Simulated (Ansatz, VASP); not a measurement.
## One calculation of Ag, two programs

Contents of INCAR:

```
  PREC = Accurate
  ENCUT = 520
  EDIFF = 1E-7
  ISMEAR = 0
  SIGMA = 0.15
  LREAL = F
  LASPH = T
  NELM = 100
  ALGO = Fast
  ISIF = 2
  LWAVE = F
  LCHARG = F
  GGA = PE
  NBANDS = 30
```

Contents of KPOINTS:

```
Automatic mesh
0
Gamma
  18 18 6
```

Contents of POSCAR:

```
Ag
1.0
    2.9808697485      0.0000000000      0.0000000000
   -1.4904348742      2.5815089276      0.0000000000
    0.0000000000      0.0000000000      9.4200592129
Ag
4
Direct
    0.3333333333      0.6666666667      0.2500000000
    0.6666666667      0.3333333333      0.7500000000
    0.0000000000      0.0000000000      0.0000000000
    0.0000000000      0.0000000000      0.5000000000
```

Input for Ansatz:

```yaml
crystal:
  lattice:
    - [2.9808697485, 0.0, 0.0]
    - [-1.4904348742, 2.5815089276, 0.0]
    - [0.0, 0.0, 9.4200592129]
  atoms:
    - { symbol: Ag, position: [0.3333333333, 0.6666666667, 0.25] }
    - { symbol: Ag, position: [0.6666666667, 0.3333333333, 0.75] }
    - { symbol: Ag, position: [0.0, 0.0, 0.0] }
    - { symbol: Ag, position: [0.0, 0.0, 0.5] }
basis:
  ecutwfc: 420
kpoints:
  mp_grid: { grid: [18, 18, 6] }
hamiltonian:
  xc: pbe
scf:
  occupations: { method: gaussian, width: 0.15 }
output:
  forces: true
  stress: true
  eigenvalues: true
```

Change from the starting cell: strain +0.015 along x and y, -0.015 along z, atoms carried along.

Alike in both runs: task single point; functional PBE; k mesh 18 × 18 × 6; occupations gaussian, width 0.15 eV; no spin polarisation.

```csv
,VASP,Ansatz
version,VASP 6.6.1,Ansatz 0.2.0
potentials or method,"VASP PAW PBE potentials, release 64 (Ag), cutoff 520 eV","scalar-relativistic, plane waves, PAW"
valence electrons in the cell,44,76
```

Ansatz gave:

```
gap on the k mesh at the Fermi level (eV)                     : none
pressure (GPa)                                                : -1.1
traceless stress, the component that is largest in VASP (GPa) : 1.79
```

Problem. What did VASP give for the same quantities?

Solution. gap on the k mesh at the Fermi level (eV): none; pressure (GPa): -1.2; traceless stress, the component that is largest in VASP (GPa): 1.77.

A gap of «none» marks a metal or a gap that the smearing closes. With one functional, cell and mesh, what is left measures potentials, basis and numerics. VASP's potentials hold 44 valence electrons a cell and Ansatz's 76, so a difference there can come from the potentials and not from the codes.
